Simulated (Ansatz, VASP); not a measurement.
# CuO in VASP and in Ansatz

```
Cu O
1.0
     0.00000    2.26180    2.26180
     2.26180    0.00000    2.26180
     2.26180    2.26180    0.00000
Cu O
1 1
Direct
  0.00000 0.00000 0.00000
  0.25000 0.25000 0.25000
```

Alike in both runs: functional PBE; k mesh 16 × 16 × 16; occupations fermi-dirac, width 0.05 eV; no spin polarisation.

Ansatz relaxed the structure, and its values are those at the end. VASP's run is a single point on that final structure, the one shown.

|  | VASP | Ansatz |
| --- | --- | --- |
| version | VASP 6.6.1 | Ansatz 0.2.0 |
| potentials or method | VASP PAW PBE potentials, release 64 (Cu, O) | PAW with Ansatz's default frozen-core files, scalar-relativistic |
| plane-wave cutoff (eV) | 520 | 420 |
| valence electrons in the cell | 17 | 25 |

Ansatz gave:

```
pressure (GPa) : 0.0
```

Task: Estimate VASP's values.

Result: Pressure (GPa): 0.6.

VASP's potentials hold 17 valence electrons a cell and Ansatz's 25, so a difference there can come from the potentials and not from the codes.
